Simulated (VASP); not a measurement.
Wanted: the native input for a VASP 6.6.1 run.

- Task: single point
- Functional: PBEsol
- Dispersion: D3(BJ)
- Potentials or basis: VASP PAW PBE potentials, release 64 (C)
- Cutoff: 520 eV
- k mesh: 21 × 21 × 12
- Occupations: gaussian, width 0.15 eV
- Spin: no spin polarisation
- Dipole correction: no
- Further INCAR settings: ALGO = Normal; EDIFF = 1e-06; NBANDS = 11

The structure of C lies in POSCAR:

```
C
1.0
    2.3962167908      0.0000000000      0.0000000000
   -1.1981083954      2.0751846138      0.0000000000
    0.0000000000      0.0000000000      3.4412451853
C
2
Direct
    0.3427300877      0.6854601753      0.0000000000
    0.6572699123      0.3145398247      0.0000000000
```

This cell differs from its parent crystal: atoms displaced along a vibrational mode, the cell strained.

One way to write it, as run:

INCAR

```
ALGO = Normal ; EDIFF = 1E-6
ENCUT = 520 ; GGA = PS
ISIF = 2 ; ISMEAR = 0
IVDW = 12 ; LASPH = T
LCHARG = T ; LELF = T
LREAL = F ; LVHAR = T
LWAVE = F ; NBANDS = 11
NELM = 100 ; PREC = Accurate
SIGMA = 0.15
```

KPOINTS

```
k-points
0
Gamma
  21 21 12
```

Potentials or basis: VASP PAW PBE potentials, release 64 (C).

Launch:

```console
$ cat potpaw_PBE.64/C/POTCAR > POTCAR
$ mpirun -np 1 vasp_std > vasp.out
```

Results of the run:

```json
{"Pressure": "28.9 GPa", "Largest force": "5.707 eV/Å", "Band gap on the k mesh": "zero (bands 4 and 5 overlap by 0.28 eV)", "Dispersion energy per atom": "-0.106 eV"}
```

Caveat: the cell differs from its parent crystal (atoms displaced along a vibrational mode, the cell strained); the stress differs along the axes, from 0 to 59 GPa; the PAW data sets were made with another functional, which shifts forces and pressure a little.

Run time: 2.2 min on 1 thread of Intel(R) Xeon(R) Platinum 8259CL CPU @ 2.50GHz (Skylake/Cascade Lake), on a shared host, peak memory 0.24 GiB.
